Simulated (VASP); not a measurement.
CsRb2: relaxation of cell and atoms with PBE

Crystal: CsRb2.

```xyz
6
Lattice="0.0000 5.0482 5.0482 5.0482 0.0000 5.0482 5.0482 5.0482 0.0000" Properties=species:S:1:pos:R:3 pbc="T T T"
Cs    0.0000    0.0000    0.0000
Cs    2.5241    2.5241    2.5241
Rb    6.3103    6.3103    6.3103
Rb    6.3103    3.7862    3.7862
Rb    3.7862    3.7862    6.3103
Rb    3.7862    6.3103    3.7862
```

| Quantity | Value |
| --- | --- |
| Program | VASP 6.6.1 |
| Task | relaxation of cell and atoms |
| Functional | PBE |
| Potentials or basis | VASP PAW PBE potentials, release 64 (Cs_sv, Rb_sv) |
| Cutoff | 600 eV |
| k mesh | 4 × 4 × 4 |
| Occupations | gaussian, width 0.1 eV |
| Spin | no spin polarisation |
| Dipole correction | no |
| Further INCAR settings | ALGO = Fast; EDIFF = 1e-06; IBRION = 2; EDIFFG = -0.04; NSW = 90; ISIF = 3 |

```
Relaxed volume                        : 100.88 Å³/atom
Relaxed cell                          : a = 9.495 Å, b = 9.495 Å, c = 9.495 Å, α = 60.00°, β = 60.00°, γ = 60.00°
Space group after relaxing (to 0.1 Å) : Fd-3m (No. 227)
Energy gained by relaxing             : 855.7 meV/atom
Ionic steps                           : 5
Pressure after relaxing               : 0.0 GPa
Band gap on the k mesh                : zero (bands 27 and 28 overlap by 0.99 eV)
```

Step by step:
```
step  energy change (eV)  largest force (eV/Å)  pressure (GPa)  volume (Å³)
   1              0.0000                0.0000            8.39       257.31
   2             -3.2741                0.0000            3.50       350.27
   3             -4.9502                0.0000            0.64       503.28
   4             -5.1104                0.0000            0.19       567.29
   5             -5.1341                0.0000            0.01       605.25
```

Final structure:
```
CELL_PARAMETERS angstrom
0.00000 6.71381 6.71381
6.71381 0.00000 6.71381
6.71381 6.71381 0.00000
ATOMIC_POSITIONS crystal
Cs 0.00000 0.00000 0.00000
Cs 0.25000 0.25000 0.25000
Rb 0.62500 0.62500 0.62500
Rb 0.12500 0.62500 0.62500
Rb 0.62500 0.62500 0.12500
Rb 0.62500 0.12500 0.62500
```

Levels at points of the mesh, in eV from the Fermi level:
| k point | band 22 | band 23 | band 24 | band 25 | band 26 | band 27 | band 28 | band 29 | band 30 | band 31 |
| --- | --- | --- | --- | --- | --- | --- | --- | --- | --- | --- |
| (0.00, 0.00, 0.00) | -10.66 | -10.66 | -10.66 | -1.94 | 0.43 | 0.43 | 0.44 | 0.44 | 1.02 | 1.02 |
| (0.50, 0.00, 0.00) | -10.66 | -10.66 | -10.66 | -1.27 | -1.08 | 0.22 | 0.22 | 0.39 | 0.76 | 0.78 |
| (0.50, 0.50, 0.00) | -10.67 | -10.66 | -10.66 | -0.96 | -0.96 | -0.15 | -0.15 | 0.06 | 0.06 | 1.46 |

Wall time 18 min on 1 thread of AMD EPYC 9R45 96-Core Processor (Zen 5), with other jobs on the host, peak memory 0.54 GiB.

Caveat: the volume moved by over 15 % at a fixed basis, so the end points are rough; spin-orbit coupling is left out, which moves the levels of the heavy elements.
